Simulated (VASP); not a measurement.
Here is a VASP 6.6.1 calculation.

INCAR

```
SYSTEM = LiMg8
  PREC = Accurate
  ENCUT = 520
  EDIFF = 1E-6
  ISMEAR = 0
  SIGMA = 0.1
  LREAL = .False.
  LASPH = .True.
  NELM = 100
  ALGO = Normal
  ISIF = 2
  LWAVE = .False.
  LCHARG = .False.
  LDIPOL = .True.
  IDIPOL = 3
  DIPOL = 0.5 0.5 0.331
  NBANDS = 20
```

File KPOINTS:

```
regular mesh
0
Gamma
  4 5 1
  0 0 0
```

File POSCAR:

```
LiMg8
1.0
    6.2932257366      0.0000000000      0.0000000000
    0.0000000000      5.0388886594      0.0000000000
    0.0000000000      0.0000000000     19.0846137325
Mg Li
8 1
Direct
    0.0000000000      0.7500000000      0.2095929242
    0.5000000000      0.7500000000      0.2095929242
    0.2500000000      0.2500000000      0.2571887995
    0.7500000000      0.2500000000      0.2571887995
    0.2500000000      0.7500000000      0.3565915112
    0.7500000000      0.7500000000      0.3565915112
    0.0000000000      0.2500000000      0.3974203428
    0.5000000000      0.2500000000      0.3974203428
    0.0625000000      0.2500000000      0.5336980386
```

Potentials or basis: VASP PAW LDA potentials, release 64 (Mg, Li_sv).

Launch:

```sh
$ cat potpaw_LDA.64/Mg/POTCAR potpaw_LDA.64/Li_sv/POTCAR > POTCAR
$ mpirun -np 1 vasp_std > vasp.out
```

Task: What does it give for the largest force?

Result: 0.544 eV/Å.

Forces in eV/Å, atoms in the order of the input:
```
Mg   0.004  0.000  0.258
Mg  -0.003  0.000  0.292
Mg  -0.003  0.000 -0.150
Mg   0.003  0.000 -0.136
Mg   0.012  0.000  0.084
Mg  -0.014  0.000  0.058
Mg  -0.092  0.000 -0.536
Mg  -0.026  0.000  0.159
Li   0.119  0.000 -0.031
```
